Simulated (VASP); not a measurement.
Wanted: the native input for a VASP 6.6.1 run.

```yaml
Task: single point
Functional: PBEsol
Potentials_or_basis: VASP PAW PBE potentials, release 64 (Ru_pv)
Cutoff: 520 eV
k_mesh: 21 × 21 × 12
Occupations: gaussian, width 0.15 eV
Spin: no spin polarisation
Dipole_correction: no
Further_INCAR_settings: ALGO = Fast; EDIFF = 1e-06; NBANDS = 21
```

The structure of Ru lies in POSCAR:

```
Ru
1.0
    2.7302692168      0.0000000000      0.0000000000
   -1.3651346084      2.3644825010      0.0000000000
    0.0000000000      0.0000000000      4.4571644965
Ru
2
Direct
    0.3333333333      0.6666666667      0.2500000000
    0.6666666667      0.3333333333      0.7500000000
```

This cell differs from its parent crystal: volume 14.387 Å^3 an atom, c/a of the conventional cell 1.6325.

One way to write it, as run:

INCAR

```
SYSTEM = Ru
  PREC = Accurate
  ENCUT = 520
  EDIFF = 1E-6
  ISMEAR = 0
  SIGMA = 0.15
  LREAL = .False.
  LASPH = .True.
  NELM = 80
  ALGO = Fast
  ISIF = 2
  LWAVE = .False.
  LCHARG = .False.
  GGA = PS
  NBANDS = 21
```

KPOINTS

```
Automatic mesh
0
Gamma
  21 21 12
  0 0 0
```

Potentials or basis: VASP PAW PBE potentials, release 64 (Ru_pv).

Launch:

```console
$ cat potpaw_PBE.64/Ru_pv/POTCAR > POTCAR
$ mpirun -np 1 vasp_std > vasp.out
```

It gave:

```yaml
Pressure: -22.3 GPa
Band_gap_on_the_k_mesh: zero (band 14 reaches 13.14 eV, above the bottom of band 15 at 10.31 eV)
```

Caveat: the PAW data sets were made with another functional, which shifts forces and pressure a little.

Run time: 84 s on 1 thread of Intel(R) Xeon(R) Platinum 8559C (Emerald Rapids), with other jobs on the host, peak memory 0.26 GiB.
